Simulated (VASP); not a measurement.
A run of VASP 6.6.1 is set up as follows.

Contents of POSCAR:

```
AlN
1.0
   -3.1066653383      0.0000000000      0.0000000000
    0.0000000000      5.3809022080      0.0000000000
    1.5533326691     -2.6904511040     -4.9784048429
Al N
4 4
Direct
    0.9992175557      0.3319833071      0.9984351114
    0.4990895419      0.8329904571      0.9981790838
    0.2493269343      0.9159231208      0.4986538686
    0.7489801633      0.4157173102      0.4979603266
    0.8064219425      0.1399271154      0.6128438850
    0.3102709599      0.6434324536      0.6205419198
    0.0583464512      0.7319822094      0.1166929024
    0.5583464512      0.2180440264      0.1166929024
```

File INCAR.step1:

```
  ALGO = Normal
  EDIFF = 1E-4
  ENCUT = 520
  GGA = PE
  ISMEAR = 0
  LASPH = T
  LCHARG = F
  LREAL = F
  LWAVE = T
  NBANDS = 26
  NELM = 80
  PREC = Accurate
  SIGMA = 0.05
```

INCAR.step2

```
  ALGO = Normal
  EDIFF = 1E-7
  ENCUT = 520
  ISIF = 2
  ISMEAR = 0
  ISTART = 1
  LASPH = T
  LCHARG = F
  LMIXTAU = T
  LREAL = F
  LWAVE = F
  METAGGA = R2SCAN
  NBANDS = 26
  NELM = 80
  PREC = Accurate
  SIGMA = 0.05
```

The input KPOINTS:

```
k-points
0
Gamma
  8 8 8
```

Potentials or basis: VASP PAW PBE potentials, release 64 (Al, N).

Run with:

```console
$ cat potpaw_PBE.64/Al/POTCAR potpaw_PBE.64/N/POTCAR > POTCAR
$ cp INCAR.step1 INCAR
$ mpirun -np 1 vasp_std > vasp.out
$ cp INCAR.step2 INCAR
$ mpirun -np 1 vasp_std > vasp.out
```

Question: Estimate the largest force.

Answer: 1.115 eV/Å.

Question: Predict the band gap on the k mesh.

Answer: 4.91 eV.

Question: Predict the pressure.

Answer: -0.2 GPa.

Forces on the atoms (eV/Å):
```
Al   0.000  0.126  0.043
Al   0.000 -0.213 -0.020
Al   0.000  0.021  0.097
Al   0.000 -0.020 -0.091
N    0.000 -0.030 -0.533
N    0.000  0.024  0.559
N    0.000 -1.023 -0.025
N    0.000  1.115 -0.031
```

Caveat: the cell differs from its parent crystal (atoms displaced along a vibrational mode); the PAW data sets were made with another functional, which shifts forces and pressure a little. A k mesh can miss the band edges.
